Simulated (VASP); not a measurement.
Crystal: Mg.

```
CELL_PARAMETERS angstrom
-1.83599 1.83599 1.67940
1.83599 -1.83599 1.67940
1.83599 1.83599 -1.67940
ATOMIC_POSITIONS crystal
Mg 0.00000 0.00000 0.00000
```

Base run:

* Program: VASP 6.6.1
* Functional: PBE
* Potentials or basis: VASP PAW PBE potentials, release 64 (Mg)
* Cutoff: 600 eV
* k mesh: 10 × 10 × 10
* Occupations: gaussian, width 0.0680285 eV
* Spin: no spin polarisation

Its results: band gap on the k mesh zero (band 1 reaches 5.94 eV, above the bottom of band 2 at 1.40 eV); pressure 0.5 GPa.

Q: The run is repeated on the same cell with these changes: occupations from gaussian, width 0.0680285 eV to tetrahedron. What comes out?

A: Band gap on the k mesh zero (band 1 reaches 5.94 eV, above the bottom of band 2 at 1.39 eV); pressure 0.1 GPa.

Caveats: tetrahedron occupations give inexact forces and stress in metals (some runs).
